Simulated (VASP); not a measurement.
A run of VASP 6.6.1 is set up as follows.

The input INCAR:

```
PREC     = Accurate       # precision mode
ENCUT    = 520            # plane-wave cutoff, eV
EDIFF    = 1E-6           # SCF threshold, eV
ISMEAR   = 0              # smearing method
SIGMA    = 0.1            # smearing width, eV
LREAL    = F              # projectors in reciprocal space
LASPH    = T              # aspherical terms in the spheres
NELM     = 60             # most SCF steps
ALGO     = Normal         # electronic algorithm
ISIF     = 2              # what is computed and relaxed
LWAVE    = F              # write WAVECAR
LCHARG   = F              # write CHGCAR
GGA      = PE             # functional
NBANDS   = 16             # bands
```

KPOINTS

```
Automatic mesh
0
Gamma
  14 14 14
```

File POSCAR:

```
Si2Ni
1.0
    0.0000000000      2.7237598082      2.7237598082
    2.7237598082      0.0000000000      2.7237598082
    2.7237598082      2.7237598082      0.0000000000
Si Ni
2 1
Direct
    0.2500000000      0.2500000000      0.2500000000
    0.7500000000      0.7500000000      0.7500000000
    0.0000000000      0.0000000000      0.0000000000
```

Potentials or basis: VASP PAW PBE potentials, release 64 (Si, Ni).

Command:

```bash
$ cat potpaw_PBE.64/Si/POTCAR potpaw_PBE.64/Ni/POTCAR > POTCAR
$ mpirun -np 1 vasp_std > vasp.out
```

(1) Estimate the band gap on the k mesh.

(2) Estimate the pressure.

## Answers

(1) zero (band 9 reaches 11.79 eV, above the bottom of band 10 at 9.65 eV).

(2) -0.2 GPa.
